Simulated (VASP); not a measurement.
A run of VASP 6.6.1:

File INCAR:

```
ALGO     = Normal         # electronic algorithm
EDIFF    = 1E-6           # SCF threshold, eV
EDIFFG   = -0.005         # ionic threshold
ENCUT    = 600            # plane-wave cutoff, eV
IBRION   = 2              # ionic algorithm
ISIF     = 4              # what is computed and relaxed
ISMEAR   = -1             # smearing method
LASPH    = True           # aspherical terms in the spheres
LCHARG   = False          # write CHGCAR
LREAL    = False          # projectors in reciprocal space
LWAVE    = False          # write WAVECAR
NELM     = 80             # most SCF steps
NSW      = 50             # ionic steps
PREC     = Accurate       # precision mode
SIGMA    = 0.05           # smearing width, eV
```

KPOINTS

```
k-points
0
Gamma
  15 15 8
```

File POSCAR:

```
Nb
1.0
    2.4348503337      0.0000000000      0.0000000000
   -1.2174251669      2.1086422434      0.0000000000
    0.0000000000      0.0000000000      4.4659191193
Nb
2
Direct
    0.3333333333      0.6666666667      0.2500000000
    0.6666666667      0.3333333333      0.7500000000
```

Potentials or basis: VASP PAW LDA potentials, release 64 (Nb_sv).

The run is started by

```sh
$ cat potpaw_LDA.64/Nb_sv/POTCAR > POTCAR
$ mpirun -np 1 vasp_std > vasp.out
```

Hardware: 1 thread of Intel(R) Xeon(R) Platinum 8488C (Sapphire Rapids), with other jobs on the host.

Estimate the wall time of this run.

It took 90 s on 1 thread of Intel(R) Xeon(R) Platinum 8488C (Sapphire Rapids), with other jobs on the host, peak memory 0.17 GiB. Counts: scf iterations 31, k points 135, ion steps 4.
